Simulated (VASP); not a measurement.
A run of VASP 6.6.1:

POSCAR

```
CaHBr
1.0
    3.9866700000      0.0000000000      0.0000000000
    0.0000000000      3.9866700000      0.0000000000
    0.0000000000      0.0000000000      7.0907540000
Br H Ca
2 2 2
Direct
    0.2500000000      0.2500000000      0.6495000000
    0.7500000000      0.7500000000      0.3505000000
    0.7500000000      0.2500000000      0.0000000000
    0.2500000000      0.7500000000      0.0000000000
    0.2500000000      0.2500000000      0.1949000000
    0.7500000000      0.7500000000      0.8051000000
```

The input INCAR.step1:

```
PREC = Accurate ; ENCUT = 520
ISMEAR = 1 ; SIGMA = 0.1455
LREAL = F ; LASPH = T
NELM = 80 ; NBANDS = 27
GGA = PE ; ALGO = Normal
EDIFF = 1E-4 ; LWAVE = T
LCHARG = F
```

The input INCAR.step2:

```
PREC = Accurate ; ENCUT = 520
EDIFF = 1E-6 ; ISMEAR = 1
SIGMA = 0.1455 ; LREAL = F
LASPH = T ; NELM = 80
ALGO = Normal ; ISIF = 2
LWAVE = F ; LCHARG = F
METAGGA = R2SCAN ; LMIXTAU = T
NBANDS = 27 ; ISTART = 1
```

File KPOINTS:

```
Automatic mesh
0
Gamma
  7 7 4
```

Potentials or basis: VASP PAW PBE potentials, release 64 (Br, H, Ca_sv).

Launch:

```bash
$ cat potpaw_PBE.64/Br/POTCAR potpaw_PBE.64/H/POTCAR potpaw_PBE.64/Ca_sv/POTCAR > POTCAR
$ cp INCAR.step1 INCAR
$ mpirun -np 1 vasp_std > vasp.out
$ cp INCAR.step2 INCAR
$ mpirun -np 1 vasp_std > vasp.out
```

Hardware: 1 thread of Oxide Virtual Turin-like Processor, on a shared host.

Estimate the wall time of this run.

Wall time 8.7 min on 1 thread of Oxide Virtual Turin-like Processor, on a shared host, peak memory 0.24 GiB. Counts: k points 30.
